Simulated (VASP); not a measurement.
# Ba (I4/mcm) in VASP: a series of runs, part 2 of 2

VASP 6.6.1.

## 4. Single point, PBE

This run uses another cell than the first one, of 64.17 Å³/atom, 1.043 times its volume.

INCAR

```
SYSTEM = Ba
PREC = Accurate
ENCUT = 520
EDIFF = 1E-6
ISMEAR = -1
SIGMA = 0.05
LREAL = .False.
LASPH = .True.
NELM = 80
ALGO = Fast
ISIF = 2
LWAVE = .False.
LCHARG = .False.
GGA = PE
NBANDS = 28
```

KPOINTS

```
Automatic mesh
0
Gamma
  5 5 5
  0 0 0
```

POSCAR

```
Ba
1.0
   -4.1034677732      4.1034677732      3.8110197309
    4.1034677732     -4.1034677732      3.8110197309
    4.1034677732      4.1034677732     -3.8110197309
Ba
4
Direct
    0.6818578900      0.1818578900      0.8637157800
    0.3181421100      0.8181421100      0.1362842200
    0.1818578900      0.3181421100      0.5000000000
    0.8181421100      0.6818578900      0.5000000000
```

Potentials or basis: VASP PAW PBE potentials, release 64 (Ba_sv).

On the command line:

```bash
cat potpaw_PBE.64/Ba_sv/POTCAR > POTCAR
mpirun -np 1 vasp_std > vasp.out
```

OUTCAR:

```text
SYSTEM = Ba
   PREC = Accurate
   ENCUT = 520
   EDIFF = 1E-6
   ISMEAR = -1
   LREAL = .False.
   LASPH = .True.
   NELM = 80
   ISIF = 2
   GGA = PE

 ion  position               nearest neighbor table
   1  0.682  0.182  0.864-   2 4.13   2 4.13   2 4.22   4 4.25   3 4.25   3 4.25   4 4.25
   2  0.318  0.818  0.136-   1 4.13   1 4.13   1 4.22   4 4.25   3 4.25   4 4.25   3 4.25
   3  0.182  0.318  0.500-   4 4.13   4 4.13   4 4.22   2 4.25   1 4.25   2 4.25   1 4.25
   4  0.818  0.682  0.500-   3 4.13   3 4.13   3 4.22   2 4.25   1 4.25   2 4.25   1 4.25

  LATTYP: Found a body centered tetragonal cell.
[... 753 lines left out ...]
  -------------------------------------------------------------------------------------
  Total        0.1202774      0.1202774     -0.0405211      0.0000000      0.0000000      0.0000000
  in kB        0.7507433      0.7507433     -0.2529231      0.0000000      0.0000000      0.0000000
  external PRESSURE =       0.4161878 kB  Pullay stress =       0.0000000 kB

 VOLUME and BASIS-vectors are now :
 -----------------------------------------------------------------------------
  energy-cutoff  :      520.00
  volume of cell :      256.69
      direct lattice vectors                 reciprocal lattice vectors
    -4.103467773  4.103467773  3.811019731     0.000000000  0.121848161  0.131198481
     4.103467773 -4.103467773  3.811019731     0.121848161  0.000000000  0.131198481
     4.103467773  4.103467773 -3.811019731     0.121848161  0.121848161  0.000000000

 POSITION                                       TOTAL-FORCE (eV/Angst)
 -----------------------------------------------------------------------------------
      1.49250      5.59596      0.00000        -0.069916     -0.069916     -0.000000
      2.61097     -1.49250      3.81102         0.069916      0.069916      0.000000
      2.61097      1.49250      0.00000         0.069916     -0.069916     -0.000000
      1.49250      2.61097      3.81102        -0.069916      0.069916     -0.000000
 -----------------------------------------------------------------------------------
    total drift:                               -0.000000     -0.000000      0.000000

  FREE ENERGIE OF THE ION-ELECTRON SYSTEM (eV)
  ---------------------------------------------------
  free  energy   TOTEN  =        -7.0800674921 eV

  energy  without entropy=       -7.0453515447  energy(sigma->0) =       -7.06270952
```

OSZICAR:

```text
N       E                     dE             d eps       ncg     rms          rms(c)
DAV:   1     0.333693435405E+03    0.33369E+03   -0.16198E+04  1008   0.116E+03
DAV:   2     0.180464464940E+02   -0.31565E+03   -0.31022E+03  1528   0.238E+02
DAV:   3    -0.624584659837E+01   -0.24292E+02   -0.23780E+02  1360   0.687E+01
DAV:   4    -0.710927113172E+01   -0.86342E+00   -0.85677E+00  1584   0.927E+00
DAV:   5    -0.712094297503E+01   -0.11672E-01   -0.11653E-01  1324   0.128E+00    0.347E+00
RMM:   6    -0.708343784263E+01    0.37505E-01   -0.41894E-02  1158   0.103E+00    0.206E+00
RMM:   7    -0.707866506345E+01    0.47728E-02   -0.83280E-02  1240   0.163E+00    0.187E-01
RMM:   8    -0.707955073411E+01   -0.88567E-03   -0.13156E-02  1449   0.483E-01    0.478E-02
RMM:   9    -0.707996338731E+01   -0.41265E-03   -0.36630E-03  1833   0.175E-01    0.338E-02
RMM:  10    -0.708003152498E+01   -0.68138E-04   -0.59515E-04  1794   0.763E-02    0.190E-02
RMM:  11    -0.708005697276E+01   -0.25448E-04   -0.24895E-04  1814   0.418E-02    0.794E-03
RMM:  12    -0.708006280457E+01   -0.58318E-05   -0.71079E-05  1653   0.248E-02    0.335E-03
RMM:  13    -0.708006592607E+01   -0.31215E-05   -0.32463E-05  1485   0.158E-02    0.129E-03
RMM:  14    -0.708006703578E+01   -0.11097E-05   -0.10790E-05  1370   0.910E-03    0.680E-04
RMM:  15    -0.708006749211E+01   -0.45633E-06   -0.46863E-06  1127   0.526E-03
   1 F= -.70800675E+01 E0= -.70627095E+01  d E =-.347159E-01
```

stdout:

```text
POSCAR found type information on POSCAR Ba
 POSCAR found :  1 types and       4 ions
 scaLAPACK will be used
 LDA part: xc-table for (Slater+PW92), standard interpolation
 POSCAR, INCAR and KPOINTS ok, starting setup
 FFT: planning ... GRIDC
 FFT: planning ... GRID_SOFT
 FFT: planning ... GRID
 WAVECAR not read
 entering main loop
WARNING in EDDRMM: call to ZHEGV failed, returncode =   6  3     22
```

It took 2.9 min on 1 thread of Intel Xeon 6975P-C (Granite Rapids), shared host; peak memory 0.43 GiB.

What came out:

```
Free energy            : -7.0801 eV
Pressure               : 0.0 GPa
Largest force          : 0.099 eV/Å
Band gap on the k mesh : zero (band 20 reaches 1.77 eV, above the bottom of band 21 at 1.48 eV)
```

Forces in eV/Å, atoms in the order of the input:
```
Ba  -0.070 -0.070  0.000
Ba   0.070  0.070  0.000
Ba   0.070 -0.070  0.000
Ba  -0.070  0.070  0.000
```

Caveat: spin-orbit coupling is left out, which moves the levels of the heavy elements.

## 5. Single point, PBE

This run uses another cell than the first one, of 65.48 Å³/atom, 1.064 times its volume.

INCAR is that of step 4.

KPOINTS

```
regular mesh
0
Gamma
  5 5 5
  0 0 0
```

POSCAR

```
Ba
1.0
   -4.1311947479      4.1311947479      3.8367706453
    4.1311947479     -4.1311947479      3.8367706453
    4.1311947479      4.1311947479     -3.8367706453
Ba
4
Direct
    0.6818578900      0.1818578900      0.8637157800
    0.3181421100      0.8181421100      0.1362842200
    0.1818578900      0.3181421100      0.5000000000
    0.8181421100      0.6818578900      0.5000000000
```

Potentials or basis: VASP PAW PBE potentials, release 64 (Ba_sv).

On the command line:

```bash
cat potpaw_PBE.64/Ba_sv/POTCAR > POTCAR
mpirun -np 1 vasp_std > vasp.out
```

OUTCAR:

```text
SYSTEM = Ba
   PREC = Accurate
   ENCUT = 520
   EDIFF = 1E-6
   ISMEAR = -1
   LREAL = .False.
   LASPH = .True.
   NELM = 80
   ISIF = 2
   GGA = PE

 ion  position               nearest neighbor table
   1  0.682  0.182  0.864-   2 4.15   2 4.15   2 4.25   4 4.28   3 4.28   3 4.28   4 4.28
   2  0.318  0.818  0.136-   1 4.15   1 4.15   1 4.25   4 4.28   3 4.28   4 4.28   3 4.28
   3  0.182  0.318  0.500-   4 4.15   4 4.15   4 4.25   2 4.28   1 4.28   2 4.28   1 4.28
   4  0.818  0.682  0.500-   3 4.15   3 4.15   3 4.25   2 4.28   1 4.28   2 4.28   1 4.28

  LATTYP: Found a body centered tetragonal cell.
[... 753 lines left out ...]
  -------------------------------------------------------------------------------------
  Total       -0.1025027     -0.1025027     -0.2931418      0.0000000      0.0000000      0.0000000
  in kB       -0.6270019     -0.6270019     -1.7931276      0.0000000      0.0000000      0.0000000
  external PRESSURE =      -1.0157105 kB  Pullay stress =       0.0000000 kB

 VOLUME and BASIS-vectors are now :
 -----------------------------------------------------------------------------
  energy-cutoff  :      520.00
  volume of cell :      261.93
      direct lattice vectors                 reciprocal lattice vectors
    -4.131194748  4.131194748  3.836770645     0.000000000  0.121030363  0.130317928
     4.131194748 -4.131194748  3.836770645     0.121030363  0.000000000  0.130317928
     4.131194748  4.131194748 -3.836770645     0.121030363  0.121030363  0.000000000

 POSITION                                       TOTAL-FORCE (eV/Angst)
 -----------------------------------------------------------------------------------
      1.50258      5.63378      0.00000        -0.076657     -0.076657     -0.000000
      2.62861     -1.50258      3.83677         0.076657      0.076657      0.000000
      2.62861      1.50258     -0.00000         0.076657     -0.076657      0.000000
      1.50258      2.62861      3.83677        -0.076657      0.076657     -0.000000
 -----------------------------------------------------------------------------------
    total drift:                               -0.000000     -0.000000      0.000000

  FREE ENERGIE OF THE ION-ELECTRON SYSTEM (eV)
  ---------------------------------------------------
  free  energy   TOTEN  =        -7.0791278941 eV

  energy  without entropy=       -7.0432954865  energy(sigma->0) =       -7.06121169
```

Wall time 2.6 min (1 thread of Intel Xeon 6975P-C (Granite Rapids), shared host); peak memory 0.43 GiB.

Results:

```
Free energy            : -7.0791 eV
Pressure               : -0.1 GPa
Largest force          : 0.108 eV/Å
Band gap on the k mesh : zero (band 20 reaches 1.68 eV, above the bottom of band 21 at 1.42 eV)
```

Forces in eV/Å, atoms in the order of the input:
```
Ba  -0.077 -0.077  0.000
Ba   0.077  0.077  0.000
Ba   0.077 -0.077  0.000
Ba  -0.077  0.077  0.000
```

Stress tensor (GPa, compression positive):
```
-0.06  0.00  0.00
 0.00 -0.06  0.00
 0.00  0.00 -0.18
```

Caveat: spin-orbit coupling is left out, which moves the levels of the heavy elements.

## 6. Overview

| cell | gap on the mesh (eV) | pressure (GPa) | largest force (eV/Å) |
| --- | --- | --- | --- |
| a = 6.847 Å, angles 107.5, 107.5, 113.4°, 4 atoms | none | 0.4 | 0.08 |
| a = 6.895 Å, angles 107.5, 107.5, 113.4°, 4 atoms | none | 0.2 | 0.09 |
| a = 6.943 Å, angles 107.5, 107.5, 113.4°, 4 atoms | none | 0.0 | 0.10 |
| a = 6.990 Å, angles 107.5, 107.5, 113.4°, 4 atoms | none | -0.1 | 0.11 |

Alike in all rows: task single point; level PBE; potentials or basis VASP PAW PBE potentials, release 64 (Ba_sv); no spin polarisation; k mesh 5 × 5 × 5; cutoff (eV) 520; smearing fermi-dirac 0.05 eV.

Caveats: spin-orbit coupling is left out, which moves the levels of the heavy elements.

Total energies depend on the potentials used, so only differences within one code and one set of settings carry meaning.
